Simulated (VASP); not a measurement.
Write the native input for VASP 6.6.1 that does the following.

- Task: single point
- Functional: LDA
- Potentials or basis: VASP PAW LDA potentials, release 64 (Mo_sv, S)
- Cutoff: 500 eV
- k mesh: 8 × 8 × 2
- Occupations: gaussian, width 0.05 eV
- Spin: collinear spin
- Starting moments: [1.27, 1.27, 0.04, 0.04, 0.04, 0.04] μB
- Fixed moment: 3.6 μB
- Hubbard terms: Mo d U = 2.5 eV
- Dipole correction: no
- Further INCAR settings: ALGO = Normal; EDIFF = 1e-06; NBANDS = 39

The structure of MoS2 lies in POSCAR:

```
MoS2
1.0
    3.1610015200      0.0000000000      0.0000000000
   -1.5805007600      2.7375076200      0.0000000000
    0.0000000000      0.0000000000     12.2949997000
Mo S
2 4
Direct
    0.3333333333      0.6666666667      0.2500000000
    0.6666666667      0.3333333333      0.7500000000
    0.3333333333      0.6666666667      0.6275000000
    0.6666666667      0.3333333333      0.1275000000
    0.3333333333      0.6666666667      0.8725000000
    0.6666666667      0.3333333333      0.3725000000
```

These files were run (other wordings do the same):

INCAR

```
SYSTEM = MoS2
  PREC = Accurate
  ENCUT = 500
  EDIFF = 1E-6
  ISMEAR = 0
  SIGMA = 0.05
  LREAL = .False.
  LASPH = .True.
  NELM = 200
  ALGO = Normal
  ISIF = 2
  LWAVE = .False.
  LCHARG = .True.
  ISPIN = 2
  MAGMOM = 1.27 1.27 0.04 0.04 0.04 0.04
  LORBIT = 11
  NUPDOWN = 3.6
  LMAXMIX = 4
  LDAU = .True.
  LDAUTYPE = 2
  LDAUL = 2 -1
  LDAUU = 2.5 0
  LDAUJ = 0 0
  LDAUPRINT = 1
  LELF = .True.
  LVHAR = .True.
  NBANDS = 39
  GGA_COMPAT = .False.
```

KPOINTS

```
Automatic mesh
0
Gamma
  8 8 2
  0 0 0
```

Potentials or basis: VASP PAW LDA potentials, release 64 (Mo_sv, S).

Command:

```bash
$ cat potpaw_LDA.64/Mo_sv/POTCAR potpaw_LDA.64/S/POTCAR > POTCAR
$ mpirun -np 1 vasp_std > vasp.out
```

It gave:

- Pressure: 13.2 GPa
- Largest force: 1.367 eV/Å
- Net moment: 3.60 μB per cell
- Site moments: Mo +1.44; S +0.04 μB
- Valence electrons inside the program's atomic spheres: Mo 12.59; S 3.73

Caveat: the cell stands under pressure; the total moment is fixed, so each spin has its own Fermi level and the state may be an excited one; forces of over 1 eV/Å act on the atoms, so gaps and moduli don't describe the material at rest.

It took 3.5 min on 1 thread of Oxide Virtual Turin-like Processor (shared host), peak memory 0.23 GiB.
